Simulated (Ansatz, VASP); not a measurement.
# MnO in VASP and in Ansatz

```
CELL_PARAMETERS angstrom
-2.14208 -2.14208 4.37018
-4.37018 -2.14208 2.14208
-2.14208 -4.37018 2.14208
ATOMIC_POSITIONS crystal
Mn 0.00000 0.00000 0.00000
Mn 0.50000 0.50000 0.50000
O 0.25000 0.25000 0.25000
O 0.75000 0.75000 0.75000
```

Alike in both runs: functional r2SCAN; k mesh 12 × 12 × 12; occupations gaussian, width 0.02 eV; collinear spin.

Ansatz relaxed the structure, and its values are those at the end. VASP's run is a single point on that final structure, the one shown.

```csv
,VASP,Ansatz
version,VASP 6.6.1,Ansatz 0.2.0
potentials or method,"VASP PAW PBE potentials, release 64 (Mn_pv, O), cutoff 520 eV","scalar-relativistic, plane waves, PAW"
valence electrons in the cell,38,42
```

```csv
,VASP,Ansatz,Ansatz less VASP
gap on the k mesh at the Fermi level (eV),1.71,1.70,-0.013
least direct gap on the mesh (eV),2.35,2.33,-0.017
pressure (GPa),0.2,0.0,-0.22
net moment per atom (μB),0.00,0.00,0.000
size of the moment on the site where the two differ most (μB),4.45,4.17,-0.272
```

VASP's potentials were made for PBE, not for r2SCAN. Site moments also hang on the region over which each program counts them. VASP's potentials hold 38 valence electrons a cell and Ansatz's 42, so a difference there can come from the potentials and not from the codes.
